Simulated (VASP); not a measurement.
The system is PbSe.

```
Pb Se
1.0
     0.00000    3.08870    2.99604
     3.08870    0.00000    2.99604
     3.08870    3.08870    0.00000
Pb Se
1 1
Direct
  0.00000 0.00000 0.00000
  0.50000 0.50000 0.50000
```

This cell differs from its parent crystal: uniaxial z strain -3.0%.

Base run:

| Item | Value |
| --- | --- |
| Program | VASP 6.6.1 |
| Functional | PBE |
| Potentials or basis | VASP PAW PBE potentials, release 64 (Pb_d, Se) |
| Cutoff | 520 eV |
| k mesh | 8 × 8 × 8 |
| Occupations | fermi-dirac, width 0.02 eV |
| Spin | no spin polarisation |

Its results: band gap on the k mesh 0.25 eV; pressure 2.7 GPa.

**Question.** The run is repeated on the same cell with these changes: functional from PBE to r2SCAN; occupations from fermi-dirac, width 0.02 eV to gaussian, width 0.01 eV. What comes out?

**Answer.** Band gap on the k mesh 0.54 eV; pressure 1.8 GPa.

Caveats: spin-orbit coupling is left out, which moves the levels of the heavy elements; the PAW data sets were made with another functional, which shifts forces and pressure a little (at least some runs).

A k mesh can miss the band edges.
